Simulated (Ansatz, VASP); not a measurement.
# TaN: VASP beside Ansatz

File INCAR:

```
SYSTEM = TaN
PREC = Accurate ; ENCUT = 600
EDIFF = 1E-6 ; ISMEAR = -1
SIGMA = 0.08 ; LREAL = .FALSE.
LASPH = .TRUE. ; NELM = 60
ALGO = Normal ; ISIF = 3
LWAVE = .FALSE. ; LCHARG = .FALSE.
GGA = PE ; IBRION = 2
NSW = 60 ; EDIFFG = -0.005
```

The input KPOINTS:

```
Automatic mesh
0
G
  11 11 6
  0 0 0
```

Contents of POSCAR:

```
TaN
1.0
    3.5122882138      0.0000000000      0.0000000000
   -1.7561441069      3.0417308186      0.0000000000
    0.0000000000      0.0000000000      5.4440467314
Ta N
2 2
Direct
    0.0000000000      0.0000000000      0.0000000000
    0.0000000000      0.0000000000      0.5000000000
    0.3333333333      0.6666666667      0.2500000000
    0.6666666667      0.3333333333      0.7500000000
```

Input for Ansatz:

```yaml
crystal:
  lattice:
    - [3.5122882138, 0.0, 0.0]
    - [-1.7561441069, 3.0417308186, 0.0]
    - [0.0, 0.0, 5.4440467314]
  atoms:
    - { symbol: Ta, position: [0.0, 0.0, 0.0] }
    - { symbol: Ta, position: [0.0, 0.0, 0.5] }
    - { symbol: "N", position: [0.3333333333, 0.6666666667, 0.25] }
    - { symbol: "N", position: [0.6666666667, 0.3333333333, 0.75] }
kpoints:
  mp_grid: { grid: [11, 11, 6] }
scf:
  occupations: { method: fermi_dirac, width: 0.08 }
hamiltonian:
  xc: pbe
  pseudopotentials: { kind: paw }
output:
  forces: true
  stress: true
relax:
  f_tol: 0.005
  max_steps: 40
  cell: {}
```

Alike in both runs: task relaxation of cell and atoms; functional PBE; k mesh 11 × 11 × 6; occupations fermi-dirac, width 0.08 eV; no spin polarisation.

```csv
,VASP,Ansatz
version,VASP 6.6.1,Ansatz 0.2.0
potentials or method,"VASP PAW PBE potentials, release 64 (Ta_pv, N)","PAW with Ansatz's default frozen-core files, scalar-relativistic"
plane-wave cutoff (eV),600,420
valence electrons in the cell,32,36
```

Ansatz gave:

- relaxed volume (Å³/atom): 10.90
- relaxed cell length with the largest relative difference (Å): 2.917

**Question.** What did VASP give for the same quantities?

**Answer.** Relaxed volume (Å³/atom): 10.92; relaxed cell length with the largest relative difference (Å): 2.920.

VASP's potentials hold 32 valence electrons a cell and Ansatz's 36, so a difference there can come from the potentials and not from the codes.

Spin-orbit coupling is off throughout. Noted on VASP's run: the volume moved by over 15 % at a fixed basis, so the end points are rough.
